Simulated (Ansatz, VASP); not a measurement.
## One calculation of NaCl, two programs

```
Na Cl
1.0
     3.50219    0.00000    0.00000
     0.00000    3.50219    0.00000
     0.00000    0.00000    3.50219
Na Cl
1 1
Cartesian
  -0.0707 -0.0707 -0.2000
  1.7511 1.7511 1.7511
```

Alike in both runs: task single point; functional PBE; k mesh 6 × 6 × 6; occupations gaussian, width 0.05 eV; no spin polarisation.

|  | VASP | Ansatz |
| --- | --- | --- |
| version | VASP 6.6.1 | Ansatz 0.2.0 |
| potentials or method | VASP PAW PBE potentials, release 64 (Na_pv, Cl), cutoff 500 eV | scalar-relativistic, plane waves, PAW |
| valence electrons in the cell | 14 | 16 |

```tsv
	VASP	Ansatz	Ansatz less VASP
gap on the k mesh at the Fermi level (eV)	4.00	4.00	+0.001
least direct gap on the mesh (eV)	4.48	4.48	+0.001
pressure (GPa)	0.4	0.5	+0.07
traceless stress, the component that is largest in VASP (GPa)	0.21	0.21	-0.002
rms of the force components (eV/Å)	0.053	0.053	-0.0004
```

Atom by atom the forces differ by 0.000 eV/Å (rms over components). VASP's potentials hold 14 valence electrons a cell and Ansatz's 16, so a difference there can come from the potentials and not from the codes.
